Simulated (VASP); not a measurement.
Runs of VASP 6.6.1 on Tc. The structure is that of space group P6_3/mmc (No. 194), or close to it. The cells are those of the table. 

```csv
task,cell,gap on the mesh (eV),pressure (GPa)
electric field gradients,"a = 2.700, b = 2.700, c = 4.336 Å, angles 90.0, 90.0, 120.0°, 2 atoms",none,17.5
single point,"a = 2.700, b = 2.700, c = 4.336 Å, angles 90.0, 90.0, 120.0°, 2 atoms",none,17.5
single point,"a = 2.773, b = 2.773, c = 4.453 Å, angles 90.0, 90.0, 120.0°, 2 atoms",none,-8.0
single point,"a = 2.718, b = 2.718, c = 4.365 Å, angles 90.0, 90.0, 120.0°, 2 atoms",none,(a)
```

Alike in all rows: level PBE; potentials or basis VASP PAW PBE potentials, release 64 (Tc_pv); no spin polarisation; k mesh 14 × 14 × 8; cutoff (eV) 520; smearing fermi-dirac 0.08 eV.

Problem. Fill in the values left out.

Solution. (a) 10.1.

Caveats: the cell stands under pressure (at least some runs); the cell stands under tension (at least some runs).

A k mesh can miss the band edges, and the runs leave out spin-orbit coupling on Tc.

A gap of «none» marks levels without a gap at the run's occupations.
